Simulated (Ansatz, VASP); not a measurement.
Two plane-wave programs on FePt

```xyz
4
Lattice="3.6750 0.0000 0.0000 -1.8375 3.1826 0.0000 0.0000 0.0000 4.8531" Properties=species:S:1:pos:R:3 pbc="T T T"
Fe    0.0000    0.0000    1.2133
Fe    0.0000    0.0000    3.6398
Pt    0.0000    2.1218    3.6398
Pt    1.8375    1.0609    1.2133
```

Alike in both runs: task single point; functional PBE; k mesh 6 × 6 × 4; occupations gaussian, width 0.1 eV; collinear spin.

|  | VASP | Ansatz |
| --- | --- | --- |
| version | VASP 6.6.1 | Ansatz 0.2.0 |
| potentials or method | VASP PAW PBE potentials, release 64 (Fe, Pt), cutoff 520 eV | scalar-relativistic, plane waves, PAW |
| valence electrons in the cell | 36 | 68 |

VASP gave:

| Item | Value |
| --- | --- |
| gap on the k mesh at the Fermi level (eV) | none |
| net moment per atom (μB) | 1.31 |
| size of the moment on the site where the two differ most (μB) | 2.14 |

Question: Which values does Ansatz return?

Answer: gap on the k mesh at the Fermi level (eV): none; net moment per atom (μB): 1.31; size of the moment on the site where the two differ most (μB): 2.04.

Site moments also hang on the region over which each program counts them. A gap of «none» marks a metal or a gap that the smearing closes. The functional is the same, so the differences come from potentials, cutoffs and numerics. VASP's potentials hold 36 valence electrons a cell and Ansatz's 68, so a difference there can come from the potentials and not from the codes.

Spin-orbit coupling is off throughout.
